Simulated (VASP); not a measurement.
# Sn (Fd-3m) in VASP: further runs, part 2 of 2

VASP 6.6.1. Earlier steps stand in the parts before.

**3. Relaxation of cell and atoms, PBE, target pressure 16 GPa, at which the enthalpy is minimised**

This run uses another cell than the first one, of 26.03 Å³/atom.

INCAR reads:

```
SYSTEM = Sn
PREC     = Accurate       ! precision mode
ENCUT    = 600            ! plane-wave cutoff, eV
EDIFF    = 1E-7           ! SCF threshold, eV
ISMEAR   = -1             ! smearing method
SIGMA    = 0.1            ! smearing width, eV
LREAL    = .False.        ! projectors in reciprocal space
LASPH    = .True.         ! aspherical terms in the spheres
NELM     = 60             ! most SCF steps
ALGO     = Normal         ! electronic algorithm
ISIF     = 3              ! what is computed and relaxed
LWAVE    = .False.        ! write WAVECAR
LCHARG   = .False.        ! write CHGCAR
GGA      = PE             ! functional
IBRION   = 2              ! ionic algorithm
NSW      = 60             ! ionic steps
EDIFFG   = -0.005         ! ionic threshold
PSTRESS  = 160.0
```

KPOINTS reads:

```
regular mesh
0
Gamma
  11 11 11
  0 0 0
```

POSCAR reads:

```
Sn
1.0
    0.0000000000      2.9637042622      2.9637042622
    2.9637042622      0.0000000000      2.9637042622
    2.9637042622      2.9637042622      0.0000000000
Sn
2
Direct
   -0.1250000000     -0.1250000000     -0.1250000000
    0.1250000000      0.1250000000      0.1250000000
```

Potentials or basis: VASP PAW PBE potentials, release 64 (Sn_d).

Launch:

```sh
$ cat potpaw_PBE.64/Sn_d/POTCAR > POTCAR
$ mpirun -np 1 vasp_std > vasp.out
```

OUTCAR:

```text
SYSTEM = Sn
   PREC = Accurate
   ENCUT = 600
   EDIFF = 1E-7
   ISMEAR = -1
   LREAL = .False.
   LASPH = .True.
   NELM = 60
   ISIF = 3
   GGA = PE
   IBRION = 2
   NSW = 60
   EDIFFG = -0.005
   PSTRESS = 160.0

 ion  position               nearest neighbor table
   1  0.875  0.875  0.875-   2 2.57   2 2.57   2 2.57   2 2.57
   2  0.125  0.125  0.125-   1 2.57   1 2.57   1 2.57   1 2.57

  LATTYP: Found a face centered cubic cell.
 ALAT       =     5.9274085244

  Lattice vectors:

 A1 = (   0.0000000000,   2.9637042622,   2.9637042622)
 A2 = (   2.9637042622,   0.0000000000,   2.9637042622)
 A3 = (   2.9637042622,   2.9637042622,   0.0000000000)

Analysis of symmetry for initial positions (statically):
=====================================================================
 Subroutine PRICEL returns:
 Original cell was already a primitive cell.

 Routine SETGRP: Setting up the symmetry group for a
 face centered cubic supercell.

 Subroutine GETGRP returns: Found 48 space group operations
 (whereof 12 operations were pure point group operations)
 out of a pool of 48 trial point group operations.

The static configuration has the point symmetry D_3d.
 The point group associated with its full space group is O_h .

Analysis of symmetry for dynamics (positions and initial velocities):
=====================================================================
 Subroutine PRICEL returns:
 Original cell was already a primitive cell.

 Routine SETGRP: Setting up the symmetry group for a
 face centered cubic supercell.

 Subroutine GETGRP returns: Found 48 space group operations
 (whereof 12 operations were pure point group operations)
 out of a pool of 48 trial point group operations.

The dynamic configuration has the point symmetry D_3d.
 The point group associated with its full space group is O_h .

 Subroutine INISYM returns: Found 48 space group operations
 (whereof 12 operations are pure point group operations),
 and found     1 'primitive' translations

----------------------------------------------------------------------------------------

                                     Primitive cell
[... 104 lines left out ...]
   EMIN   =  10.00;   EMAX   =-10.00  energy-range for DOS
   EFERMI =   0.00;   METHOD = LEGACY
   ISMEAR =    -1;   SIGMA  =   0.10  broadening in eV -4-tet -1-fermi 0-gaus
   EFERMI_NEDOS =   21; number of points for ismear=-14 and -15
   IALGO  =     38    algorithm
   IMIX   =      4    mixing-type and parameters
     AMIX     =   0.40;   BMIX     =  1.00
     AMIX_MAG =   1.60;   BMIX_MAG =  1.00
  volume/ion in A,a.u.               =      26.03       175.67
  Fermi-wavevector in a.u.,A,eV,Ry     =   1.331321  2.515831 24.115163  1.772414
  Thomas-Fermi vector in A             =   2.460341
   LORBIT       =      0    0 simple, 1 ext, 2 COOP (PROOUT), +10 PAW based schemes
   GGA     = PE    functional components
   LHFCALC =     F    Hartree Fock is set to
   AEXX    =    0.0000 exact exchange contribution
   IVDW    =     0    specifies the selected vdW correction
   LEPSILON=     F    determine dielectric tensor
   LRPA    =     F    only Hartree local field effects (RPA)
 conjugate gradient relaxation of ions
 non-spin polarized calculation
  energy-cutoff  :      600.00
  volume of cell :       52.06
 maximum number of plane-waves:      1807
 NGX is ok and might be reduce to    36
   NGX = 17   NGY = 17   NGZ = 17

--------------------------------------- Ionic step        1  -------------------------------------------

 number of electron      27.9999997 magnetization

 Free energy of the ion-electron system (eV)
  ---------------------------------------------------
  ext. energy  EPLUGINS =         0.00000000
  ---------------------------------------------------
  free energy    TOTEN  =        -6.30545228 eV

  energy without entropy =       -6.30200691  energy(sigma->0) =       -6.30372960

 E-fermi :   9.1247     XC(G=0): -10.1368

 val. band max:        8.8836450554   @ k =  -0.0909   0.0909   0.0000
 cond. band min:       9.1311932010   @ k =   0.0000   0.0000   0.0000
 fundamental gap:      0.2475481455
 Fermi energy:         9.1247281762

 k-point     1 :       0.0000    0.0000    0.0000
  band No.  band energies     occupation
      1     -13.5121      2.00000
      2     -13.5121      2.00000
      3     -13.5121      2.00000
      4     -13.4065      2.00000
      5     -13.4065      2.00000
      6     -12.7903      2.00000
[... 604 lines left out ...]
  energy  without entropy=       -7.0893546908  energy(sigma->0) =       -7.09069861

  enthalpy is  TOTEN    =        -1.3078102038 eV   P V=        5.7842323258

[... ionic steps 4 to 14 ...]

--------------------------------------- Ionic step       15  -------------------------------------------

 number of electron      28.0000008 magnetization

------------------------ aborting loop because EDIFF is reached ----------------------------------------
[... 71 lines left out ...]
--------------------------------------- Ionic step       17  -------------------------------------------

 number of electron      28.0000008 magnetization

 Free energy of the ion-electron system (eV)
  ---------------------------------------------------
  ext. energy  EPLUGINS =         0.00000000
  ---------------------------------------------------
  free energy    TOTEN  =        -7.05958437 eV

  energy without entropy =       -7.05691128  energy(sigma->0) =       -7.05824783

 E-fermi :   7.8153     XC(G=0):  -9.6526

 val. band max:        7.7382166014   @ k =   0.0000   0.0000   0.0000
 cond. band min:       8.0362360084   @ k =   0.4545   0.0000   0.0000
 fundamental gap:      0.2980194070
 Fermi energy:         7.8153059018

 k-point     1 :       0.0000    0.0000    0.0000
  band No.  band energies     occupation
      1     -14.4959      2.00000
      2     -14.4959      2.00000
      3     -14.4959      2.00000
      4     -14.4092      2.00000
      5     -14.4092      2.00000
      6     -13.9289      2.00000
[... 528 lines left out ...]
  energy  without entropy=       -7.0569112845  energy(sigma->0) =       -7.05824783

  enthalpy is  TOTEN    =        -1.3084627203 eV   P V=        5.7511216453

 reached required accuracy - stopping structural energy minimisation
```

OSZICAR:

```text
N       E                     dE             d eps       ncg     rms          rms(c)
DAV:   1     0.214882267128E+03    0.21488E+03   -0.16750E+04  2016   0.273E+03
[... 126 lines left out ...]
DAV:   1    -0.705972392511E+01   -0.40043E-02   -0.29507E-03  2228   0.100E+00    0.634E-02
DAV:   2    -0.705961587882E+01    0.10805E-03   -0.19159E-04  2582   0.261E-01    0.283E-02
DAV:   3    -0.705958880008E+01    0.27079E-04   -0.75969E-05  2626   0.156E-01    0.442E-03
DAV:   4    -0.705958498658E+01    0.38135E-05   -0.39769E-06  2480   0.271E-02    0.994E-04
DAV:   5    -0.705958468646E+01    0.30011E-06   -0.10504E-07  1120   0.564E-03    0.446E-04
DAV:   6    -0.705958435280E+01    0.33366E-06   -0.60336E-08  1056   0.348E-03    0.103E-04
DAV:   7    -0.705958436560E+01   -0.12799E-07   -0.13680E-08  1008   0.174E-03
  17 F= -.13084627E+01 E0= -.13071262E+01  d E =-.243867E-04
```

Wall time 12 min (1 thread of Intel Xeon 8259CL, shared host); peak memory 0.25 GiB.

Results:

```yaml
Free_energy: -7.0596 eV
Relaxed_volume: 28.79 Å³/atom
Relaxed_cell: a = 4.335 Å, b = 4.335 Å, c = 4.335 Å, α = 60.00°, β = 60.00°, γ = 60.00°
Space_group_after_relaxing_to_0.1_Å: Fd-3m (No. 227)
Energy_change_on_relaxing_the_run_minimises_the_enthalpy: -377.1 meV/atom
Ionic_steps: 17
Pressure_after_relaxing: 16.0 GPa
```

Step by step:
```csv
step,energy change (eV),largest force (eV/Å),pressure (GPa),volume (Å³)
1,0.0000,0.0000,28.77,52.06
2,-1.3525,0.0000,2.51,69.32
3,-0.7866,0.0000,15.40,57.92
4,-0.7570,0.0000,15.93,57.62
5,-0.7455,0.0000,16.14,57.50
6,-0.7457,0.0000,16.14,57.51
7,-0.7464,0.0000,16.12,57.51
8,-0.7464,0.0000,16.13,57.51
9,-0.7464,0.0000,16.13,57.51
10,-0.7464,0.0000,16.13,57.51
11,-0.7465,0.0000,16.13,57.51
12,-0.7466,0.0000,16.14,57.51
13,-0.7469,0.0000,16.12,57.52
14,-0.7474,0.0000,16.11,57.52
15,-0.7483,0.0000,16.08,57.53
16,-0.7503,0.0000,16.05,57.55
17,-0.7541,0.0000,15.98,57.59
```

Final structure:
```
Sn
1.0
     0.00000    3.06505    3.06505
     3.06505    0.00000    3.06505
     3.06505    3.06505    0.00000
Sn
2
Direct
  0.87500 0.87500 0.87500
  0.12500 0.12500 0.12500
```

Caveat: the cell is relaxed towards a set pressure, so the run minimises the enthalpy, not the energy; spin-orbit coupling is left out, which moves the levels of the heavy elements.
